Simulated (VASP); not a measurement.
A run of VASP 6.6.1 is set up as follows.

File POSCAR:

```
O
1.0
    1.6749479049      0.9670316238      3.7319995215
   -1.6749479049      0.9670316238      3.7319995215
    0.0000000000     -1.9340632475      3.7319995215
O
2
Direct
    0.0546147200      0.0546147200      0.0546147200
    0.9453852800      0.9453852800      0.9453852800
```

Contents of INCAR.step1:

```
PREC = Accurate
ENCUT = 520
EDIFF = 1E-5
ISMEAR = 1
SIGMA = 0.025
LREAL = False
LASPH = True
NELM = 60
ALGO = Normal
ISIF = 2
LWAVE = True
LCHARG = False
NBANDS = 13
GGA = PE
```

The input INCAR.step2:

```
PREC = Accurate
ENCUT = 520
EDIFF = 1E-6
ISMEAR = 1
SIGMA = 0.025
LREAL = False
LASPH = True
NELM = 60
ALGO = Normal
ISIF = 2
LWAVE = False
LCHARG = False
METAGGA = R2SCAN
LHFCALC = True
AEXX = 0.25
LMIXTAU = True
PRECFOCK = Normal
NBANDS = 13
ISTART = 1
```

Contents of KPOINTS:

```
Automatic mesh
0
Gamma
  6 6 6
  0.5 0.5 0.5
```

Potentials or basis: VASP PAW PBE potentials, release 64 (O).

Launch:

```bash
$ cat potpaw_PBE.64/O/POTCAR > POTCAR
$ cp INCAR.step1 INCAR
$ mpirun -np 1 vasp_std > vasp.out
$ cp INCAR.step2 INCAR
$ mpirun -np 1 vasp_std > vasp.out
```

Q: What does it give for the largest force?

A: 1.463 eV/Å.

Q: Estimate the pressure.

A: -7.4 GPa.

Q: What does it give for the band gap on the k mesh?

A: Zero (bands 6 and 7 overlap by 1.50 eV).

Stress tensor (GPa, compression positive):
```
-6.56  0.00  0.00
 0.00 -6.56  0.00
 0.00  0.00 -9.02
```

Caveat: the k points lie up to 0.37 Å⁻¹ apart, too coarse for converged energies and pressures of a metal; the standard files for N, O and F lose accuracy on very short bonds; spin is off for a triplet molecule; the PAW data sets were made with another functional, which shifts forces and pressure a little.
